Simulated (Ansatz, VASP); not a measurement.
## One calculation of WC, two programs

```
W C
1.0
     5.28228    0.00000    0.00000
    -2.64114    4.57459    0.00000
     0.00000    0.00000    3.09861
W C
3 3
Direct
  0.50000 0.00000 0.00000
  0.50000 0.50000 0.00000
  0.00000 0.50000 0.00000
  0.00000 0.00000 0.00000
  0.33333 0.66667 0.50000
  0.66667 0.33333 0.50000
```

Change from the starting cell: species swapped into the TlPt type (P6/mmm, No. 191).

Alike in both runs: functional PBE; k mesh 6 × 6 × 4; occupations gaussian, width 0.1 eV; no spin polarisation.

Ansatz relaxed the structure, and its values are those at the end. VASP's run is a single point on that final structure, the one shown.

```csv
,VASP,Ansatz
version,VASP 6.6.1,Ansatz 0.2.0
potentials or method,"VASP PAW PBE potentials, release 64 (W_sv, C), cutoff 520 eV","scalar-relativistic, plane waves, PAW"
valence electrons in the cell,54,54
```

```tsv
	VASP	Ansatz	Ansatz less VASP
gap on the k mesh at the Fermi level (eV)	none	none	-
pressure (GPa)	0.8	0.0	-0.84
```

A gap of «none» marks a metal or a gap that the smearing closes.

The k mesh is coarse, so the values compare programs but aren't converged. Neither program's run includes spin-orbit coupling.
